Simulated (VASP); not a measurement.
# Cu in VASP: single point with r2SCAN

Aim: the single point of Cu with r2SCAN.

Program: VASP 6.6.1. These are calculated values, not measurements. Logs are shortened: lines on timing, memory, paths and dates and some standing lists are left out, and cuts for length are marked.

## 1. The cell of the first run

The cell holds a slab with vacuum, 6 atoms: a = 2.429 Å, b = 2.429 Å, c = 25.319 Å, α = 90.00°, β = 90.00°, γ = 120.00°.

## 2. Single point, r2SCAN (strain -0.030 along x and y, +0.030 along z)

Input file POSCAR:

```
Cu
1.0
    2.4289240002      0.0000000000      0.0000000000
   -1.2144620001      2.1035098881      0.0000000000
    0.0000000000      0.0000000000     25.3193029404
Cu
6
Direct
    0.0000000000      0.0000000000      0.3734320076
    0.6666666667      0.3333333333      0.2894029604
    0.3333333333      0.6666666667      0.4577928645
    0.0000000000      0.0000000000      0.6265679924
    0.6666666667      0.3333333333      0.5422071355
    0.3333333333      0.6666666667      0.7105970396
```

Input file INCAR.step1:

```
SYSTEM = Cu
  PREC = Accurate
  ENCUT = 520
  ISMEAR = 0
  SIGMA = 0.15
  LREAL = .FALSE.
  LASPH = .TRUE.
  NELM = 80
  NBANDS = 42
  GGA = PE
  ALGO = Normal
  EDIFF = 1E-4
  LWAVE = .TRUE.
  LCHARG = .FALSE.
```

Input file INCAR.step2:

```
SYSTEM = Cu
  PREC = Accurate
  ENCUT = 520
  EDIFF = 1E-6
  ISMEAR = 0
  SIGMA = 0.15
  LREAL = .FALSE.
  LASPH = .TRUE.
  NELM = 80
  ALGO = Normal
  ISIF = 2
  LWAVE = .FALSE.
  LCHARG = .TRUE.
  METAGGA = R2SCAN
  LMIXTAU = .TRUE.
  LELF = .TRUE.
  LVHAR = .TRUE.
  NBANDS = 42
  ISTART = 1
```

Input file KPOINTS:

```
Automatic mesh
0
G
  24 24 2
  0 0 0
```

Potentials or basis: VASP PAW PBE potentials, release 64 (Cu).

Run with:

```console
cat potpaw_PBE.64/Cu/POTCAR > POTCAR
cp INCAR.step1 INCAR
mpirun -np 1 vasp_std > vasp.out
cp INCAR.step2 INCAR
mpirun -np 1 vasp_std > vasp.out
```

OUTCAR:

```text
SYSTEM = Cu
   PREC = Accurate
   ENCUT = 520
   EDIFF = 1E-6
   ISMEAR = 0
   LREAL = .FALSE.
   LASPH = .TRUE.
   NELM = 80
   ISIF = 2
   METAGGA = R2SCAN
   ISTART = 1

 ion  position               nearest neighbor table
   1  0.000  0.000  0.373-   2 2.55   2 2.55   2 2.55   3 2.56   3 2.56   3 2.56
   2  0.667  0.333  0.289-   1 2.55   1 2.55   1 2.55
   3  0.333  0.667  0.458-   1 2.56   1 2.56   1 2.56   5 2.56   5 2.56   5 2.56
   4  0.000  0.000  0.627-   6 2.55   6 2.55   6 2.55   5 2.56   5 2.56   5 2.56
   5  0.667  0.333  0.542-   4 2.56   4 2.56   4 2.56   3 2.56   3 2.56   3 2.56
   6  0.333  0.667  0.711-   4 2.55   4 2.55   4 2.55

  LATTYP: Found a hexagonal cell.
 ALAT       =     2.4289240002
 C/A-ratio  =    10.4240819961

  Lattice vectors:

 A1 = (   2.4289240002,   0.0000000000,   0.0000000000)
 A2 = (  -1.2144620001,   2.1035098881,   0.0000000000)
 A3 = (   0.0000000000,   0.0000000000,  25.3193029404)

Analysis of symmetry for initial positions (statically):
=====================================================================
 Subroutine PRICEL returns:
 Original cell was already a primitive cell.

 Routine SETGRP: Setting up the symmetry group for a
 hexagonal supercell.

 Subroutine GETGRP returns: Found 12 space group operations
 (whereof 12 operations were pure point group operations)
 out of a pool of 24 trial point group operations.

The static configuration has the point symmetry D_3d.

Analysis of symmetry for dynamics (positions and initial velocities):
=====================================================================
 Subroutine PRICEL returns:
 Original cell was already a primitive cell.

 Routine SETGRP: Setting up the symmetry group for a
 hexagonal supercell.

 Subroutine GETGRP returns: Found 12 space group operations
 (whereof 12 operations were pure point group operations)
 out of a pool of 24 trial point group operations.

The dynamic configuration has the point symmetry D_3d.

 Subroutine INISYM returns: Found 12 space group operations
 (whereof 12 operations are pure point group operations),
 and found     1 'primitive' translations

----------------------------------------------------------------------------------------

                                     Primitive cell

  volume of cell :     129.3630

  direct lattice vectors                    reciprocal lattice vectors
     2.428924000  0.000000000  0.000000000     0.411704936  0.237697956  0.000000000
    -1.214462000  2.103509888  0.000000000     0.000000000  0.475395911  0.000000000
     0.000000000  0.000000000 25.319302940     0.000000000  0.000000000  0.039495558

  length of vectors
     2.428924000  2.428924000 25.319302940     0.475395911  0.475395911  0.039495558

  position of ions in fractional coordinates (direct lattice)
     0.000000000  0.000000000  0.373432008
     0.666666667  0.333333333  0.289402960
     0.333333333  0.666666667  0.457792865
     0.000000000  0.000000000  0.626567992
     0.666666667  0.333333333  0.542207135
     0.333333333  0.666666667  0.710597040

  ion indices of the primitive-cell ions
   primitive index   ion index
                 1           1
                 2           2
                 3           3
                 4           4
                 5           5
                 6           6

----------------------------------------------------------------------------------------

 KPOINTS: Automatic mesh

Automatic generation of k-mesh.
 Grid dimensions read from file:
 generate k-points for:   24   24    2

 Generating k-lattice:

  Cartesian coordinates                     Fractional coordinates (reciprocal lattice)
     0.017154372  0.009904081  0.000000000     0.041666667  0.000000000  0.000000000
     0.000000000  0.019808163  0.000000000     0.000000000  0.041666667  0.000000000
     0.000000000  0.000000000  0.019747779     0.000000000  0.000000000  0.500000000

  Length of vectors
     0.019808163  0.019808163  0.019747779

  Shift w.r.t. Gamma in fractional coordinates (k-lattice)
     0.000000000  0.000000000  0.000000000

 Subroutine IBZKPT returns following result:
 ===========================================

 Found    122 irreducible k-points:

 Following reciprocal coordinates:
            Coordinates               Weight
  0.000000  0.000000  0.000000      1.000000
  0.041667  0.000000  0.000000      6.000000
  0.083333  0.000000  0.000000      6.000000
  0.125000  0.000000  0.000000      6.000000
  0.166667  0.000000  0.000000      6.000000
  0.208333  0.000000  0.000000      6.000000
[... 16 lines left out ...]
  0.416667  0.041667  0.000000     12.000000
  0.458333  0.041667  0.000000     12.000000
 [... further k-points ...]
   k-points           NKPTS =    122   k-points in BZ     NKDIM =    122   number of bands    NBANDS=     42
   number of dos      NEDOS =    301   number of ions     NIONS =      6
   total plane-waves  NPLWV =  62208
   dimension x,y,z NGX =    18 NGY =   18 NGZ =  192
   dimension x,y,z NGXF=    36 NGYF=   36 NGZF=  384
   ions per type =               6
   NGX,Y,Z   is equivalent  to a cutoff of  12.32, 12.32, 12.61 a.u.
   NGXF,Y,Z  is equivalent  to a cutoff of  24.64, 24.64, 25.21 a.u.
 SYSTEM =  Cu
   PREC   = accura    normal or accurate (medium, high low for compatibility)
   ISTART =      1    job   : 0-new  1-cont  2-samecut
   ICHARG =      0    charge: 1-file 2-atom 10-const
   ISPIN  =      1    spin polarized calculation?
   LNONCOLLINEAR =      F non collinear calculations
   LSORBIT =      F    spin-orbit coupling
   LASPH  =      T    aspherical Exc in radial PAW
   ENCUT  =  520.0 eV  38.22 Ry    6.18 a.u.   4.52  4.52 47.08*2*pi/ulx,y,z
   NELM   =     80;   NELMIN=  2; NELMDL=  0     # of ELM steps
   EDIFF  = 0.1E-05   stopping-criterion for ELM
   LREAL  =      F    real-space projection
   EDIFFG = 0.1E-04   stopping-criterion for IOM
   NSW    =      0    number of steps for IOM
   IBRION =     -1    ionic relax: 0-MD 1-quasi-New 2-CG
   NFREE  =      0    steps in history (QN), initial steepest desc. (CG)
   ISIF   =      2    stress and relaxation
   ISYM   =      2    0-nonsym 1-usesym 2-fastsym
   POTIM  = 0.5000    time-step for ionic-motion
   TEBEG  =    0.0;   TEEND  =   0.0 temperature during run
   PSTRESS=    0.0 pullay stress
   NELECT =      66.0000    total number of electrons
   NUPDOWN=      -1.0000    fix difference up-down
   EMIN   =  10.00;   EMAX   =-10.00  energy-range for DOS
   EFERMI =   0.00;   METHOD = LEGACY
   ISMEAR =     0;   SIGMA  =   0.15  broadening in eV -4-tet -1-fermi 0-gaus
   EFERMI_NEDOS =   21; number of points for ismear=-14 and -15
   IALGO  =     38    algorithm
   IMIX   =      4    mixing-type and parameters
     AMIX     =   0.40;   BMIX     =  1.00
     AMIX_MAG =   1.60;   BMIX_MAG =  1.00
  volume/ion in A,a.u.               =      21.56       145.50
  Fermi-wavevector in a.u.,A,eV,Ry     =   1.308136  2.472018 23.282541  1.711218
  Thomas-Fermi vector in A             =   2.438823
   LORBIT       =      0    0 simple, 1 ext, 2 COOP (PROOUT), +10 PAW based schemes
   METAGGA = R2SCAN    functional components
   LHFCALC =     F    Hartree Fock is set to
   AEXX    =    0.0000 exact exchange contribution
   IVDW    =     0    specifies the selected vdW correction
   LEPSILON=     F    determine dielectric tensor
   LRPA    =     F    only Hartree local field effects (RPA)
 non-spin polarized calculation
 Gauss-broadening in eV      SIGMA  =   0.15
  energy-cutoff  :      520.00
  volume of cell :      129.36
 maximum number of plane-waves:      3547
   NGX =  9   NGY =  9   NGZ = 95

 number of electron      66.0000076 magnetization

 Free energy of the ion-electron system (eV)
  ---------------------------------------------------
  ext. energy  EPLUGINS =         0.00000000
  ---------------------------------------------------
  free energy    TOTEN  =       -63.73618562 eV

  energy without entropy =      -63.71184870  energy(sigma->0) =      -63.72401716

 E-fermi :   1.8404     XC(G=0):  -7.8662

 val. band max:        1.8291594199   @ k =   0.2917   0.2083   0.5000
 cond. band min:       1.8411709163   @ k =   0.2500   0.2500   0.5000
 fundamental gap:      0.0120114964
 Fermi energy:         1.8404045406

 k-point     1 :       0.0000    0.0000    0.0000
  band No.  band energies     occupation
      1      -8.2866      2.00000
      2      -7.6530      2.00000
      3      -6.6474      2.00000
      4      -5.4757      2.00000
      5      -4.5215      2.00000
      6      -4.1467      2.00000
[... 34 lines left out ...]
     41       7.7232      0.00000
     42       9.6303      0.00000

 k-point     2 :       0.0417    0.0000    0.0000
  band No.  band energies     occupation
      1      -8.2216      2.00000
      2      -7.5892      2.00000
      3      -6.5859      2.00000
      4      -5.4175      2.00000
      5      -4.4679      2.00000
      6      -4.0994      2.00000
[... 34 lines left out ...]
     41       7.7772      0.00000
     42       9.6877      0.00000

 k-point     3 :       0.0833    0.0000    0.0000
  band No.  band energies     occupation
      1      -8.0278      2.00000
      2      -7.3996      2.00000
      3      -6.4036      2.00000
      4      -5.2460      2.00000
      5      -4.3110      2.00000
      6      -3.9614      2.00000
[... 34 lines left out ...]
     41       7.9394      0.00000
     42       9.8596      0.00000

 k-point     4 :       0.1250    0.0000    0.0000
  band No.  band energies     occupation
      1      -7.7092      2.00000
      2      -7.0890      2.00000
      3      -6.1076      2.00000
      4      -4.9721      2.00000
      5      -4.0641      2.00000
      6      -3.7457      2.00000
[... 844 lines left out ...]
     41      10.6552      0.00000
     42      11.1871      0.00000

 k-point    23 :       0.4167    0.0417    0.0000
  band No.  band energies     occupation
      1      -3.8242      2.00000
      2      -3.6780      2.00000
      3      -3.6125      2.00000
      4      -3.4429      2.00000
      5      -3.1543      2.00000
      6      -3.0977      2.00000
[... 34 lines left out ...]
     41       9.9765      0.00000
     42      10.8024      0.00000

 k-point    24 :       0.4583    0.0417    0.0000
  band No.  band energies     occupation
      1      -3.7484      2.00000
      2      -3.6690      2.00000
      3      -3.5084      2.00000
      4      -3.4571      2.00000
      5      -3.1705      2.00000
      6      -3.1162      2.00000
[... 34 lines left out ...]
     41       9.8800      0.00000
     42      10.7316      0.00000

 [... further k-points ...]

------------------------ aborting loop because EDIFF is reached ----------------------------------------

  FORCE on cell =-STRESS in cart. coord.  units (eV):
  Direction    XX          YY          ZZ          XY          YZ          ZX
  --------------------------------------------------------------------------------------
  -------------------------------------------------------------------------------------
  Total        5.1327171      5.1327171     -0.5830741      0.0000000     -0.0000000      0.0000000
  in kB       63.5693368     63.5693368     -7.2214449      0.0000000     -0.0000000      0.0000000
  external PRESSURE =      39.9724096 kB  Pullay stress =       0.0000000 kB

 VOLUME and BASIS-vectors are now :
 -----------------------------------------------------------------------------
  energy-cutoff  :      520.00
  volume of cell :      129.36
      direct lattice vectors                 reciprocal lattice vectors
     2.428924000  0.000000000  0.000000000     0.411704936  0.237697956  0.000000000
    -1.214462000  2.103509888  0.000000000     0.000000000  0.475395911  0.000000000
     0.000000000  0.000000000 25.319302940     0.000000000  0.000000000  0.039495558

 POSITION                                       TOTAL-FORCE (eV/Angst)
 -----------------------------------------------------------------------------------
      0.00000      0.00000      9.45504        -0.000000      0.000000      0.016307
      1.21446      0.70117      7.32748        -0.000000     -0.000000      0.037222
     -0.00000      1.40234     11.59100        -0.000000      0.000000      0.016087
      0.00000      0.00000     15.86426         0.000000     -0.000000     -0.016307
      1.21446      0.70117     13.72831        -0.000000      0.000000     -0.016087
     -0.00000      1.40234     17.99182         0.000000      0.000000     -0.037222
 -----------------------------------------------------------------------------------
    total drift:                                0.000000      0.000000      0.000000

  FREE ENERGIE OF THE ION-ELECTRON SYSTEM (eV)
  ---------------------------------------------------
  free  energy   TOTEN  =       -63.7361856209 eV

  energy  without entropy=      -63.7118487003  energy(sigma->0) =      -63.72401716
```

Wall time 1.8 h (1 thread of Oxide Virtual Turin-like, shared host); peak memory 0.54 GiB.

Results:

* Free energy: -63.7362 eV
* Largest force: 0.037 eV/Å
* Band gap on the k mesh: zero (bands 33 and 34 overlap by 6.09 eV)

Forces on the atoms (eV/Å):
```
Cu   0.000  0.000  0.016
Cu   0.000  0.000  0.037
Cu   0.000  0.000  0.016
Cu   0.000  0.000 -0.016
Cu   0.000  0.000 -0.016
Cu   0.000  0.000 -0.037
```

Caveat: the cell differs from its parent crystal (strain -0.030 along x and y, +0.030 along z); the PAW data sets were made with another functional, which shifts forces and pressure a little.
